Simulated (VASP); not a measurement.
Set up this calculation in VASP 6.6.1, as the native input.

- Task: single point
- Functional: PBE
- Potentials or basis: VASP PAW PBE potentials, release 64 (Ir)
- Cutoff: 520 eV
- k mesh: 18 × 18 × 14
- Occupations: gaussian, width 0.1 eV
- Spin: no spin polarisation
- Dipole correction: no
- Further INCAR settings: ALGO = Fast; EDIFF = 1e-07; NBANDS = 16

The structure of Ir lies in POSCAR:

```
Ir
1.0
    1.9740328362      1.9740328362      0.0000000000
   -1.9740328362      1.9740328362      0.0000000000
    0.0000000000      0.0000000000      3.9480656724
Ir
2
Direct
    0.0000000000      0.0000000000      0.0000000000
    0.5000000000      0.5000000000      0.5000000000
```

This cell differs from its parent crystal: equal strain along all axes, cell held: +2.0 %.

The input as run:

INCAR

```
SYSTEM = Ir
PREC     = Accurate       ! precision mode
ENCUT    = 520            ! plane-wave cutoff, eV
EDIFF    = 1E-7           ! SCF threshold, eV
ISMEAR   = 0              ! smearing method
SIGMA    = 0.1            ! smearing width, eV
LREAL    = .False.        ! projectors in reciprocal space
LASPH    = .True.         ! aspherical terms in the spheres
NELM     = 80             ! most SCF steps
ALGO     = Fast           ! electronic algorithm
ISIF     = 2              ! what is computed and relaxed
LWAVE    = .False.        ! write WAVECAR
LCHARG   = .True.         ! write CHGCAR
GGA      = PE             ! functional
LELF     = .True.         ! ELF
LVHAR    = .True.       
NBANDS   = 16             ! bands
```

KPOINTS

```
regular mesh
0
Gamma
  18 18 14
  0 0 0
```

Potentials or basis: VASP PAW PBE potentials, release 64 (Ir).

Command:

```console
$ cat potpaw_PBE.64/Ir/POTCAR > POTCAR
$ mpirun -np 1 vasp_std > vasp.out
```

Results of the run:

```yaml
Pressure: -17.4 GPa
Band_gap_on_the_k_mesh: zero (bands 9 and 10 overlap by 2.90 eV)
```

Caveat: the cell differs from its parent crystal (equal strain along all axes, cell held: +2.0 %); the cell stands under tension; spin-orbit coupling is left out, which moves the levels of the heavy elements.

Run time: 5.8 min on 1 thread of Intel Xeon 8259CL, with other jobs on the host, peak memory 0.3 GiB.
